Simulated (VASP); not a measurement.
Here is a VASP 6.6.1 calculation.

The input INCAR:

```
PREC = Accurate ; ENCUT = 520
EDIFF = 1E-6 ; ISMEAR = 0
SIGMA = 0.1 ; LREAL = F
LASPH = T ; NELM = 150
ALGO = Normal ; ISIF = 2
LWAVE = F ; LCHARG = T
ISPIN = 2 ; MAGMOM = 1.04 0 0 0 0 0 0 0 0
LORBIT = 11 ; LMAXMIX = 4
GGA = PE ; LELF = T
LVHAR = T ; NBANDS = 24
```

File KPOINTS:

```
regular mesh
0
Gamma
  12 12 8
```

POSCAR

```
NbH8
1.0
    4.1648843130      0.0000000000      0.0000000000
   -2.0824421565      3.6068956188      0.0000000000
    0.0000000000      0.0000000000      5.8144017024
Nb H
1 8
Direct
    0.0000000000      0.0000000000      0.0000000000
    0.3333333333      0.6666666667      0.0000000000
    0.6666666667      0.3333333333      0.0000000000
    0.5000000000      0.0000000000      0.0000000000
    0.0000000000      0.5000000000      0.0000000000
    0.5000000000      0.5000000000      0.0000000000
    0.0000000000      0.0000000000      0.5000000000
    0.0000000000      0.0000000000      0.6687982982
    0.0000000000      0.0000000000      0.3312017018
```

Potentials or basis: VASP PAW PBE potentials, release 64 (Nb_sv, H).

Command:

```bash
$ cat potpaw_PBE.64/Nb_sv/POTCAR potpaw_PBE.64/H/POTCAR > POTCAR
$ mpirun -np 1 vasp_std > vasp.out
```

(1) Estimate the pressure.

(2) What does it give for the net moment?

(3) Predict the site moments.

Results:

(1) -0.2 GPa.

(2) 2.61 μB per cell.

(3) Nb +1.83; H +0.00, -0.01, -0.00 (each value once) μB.
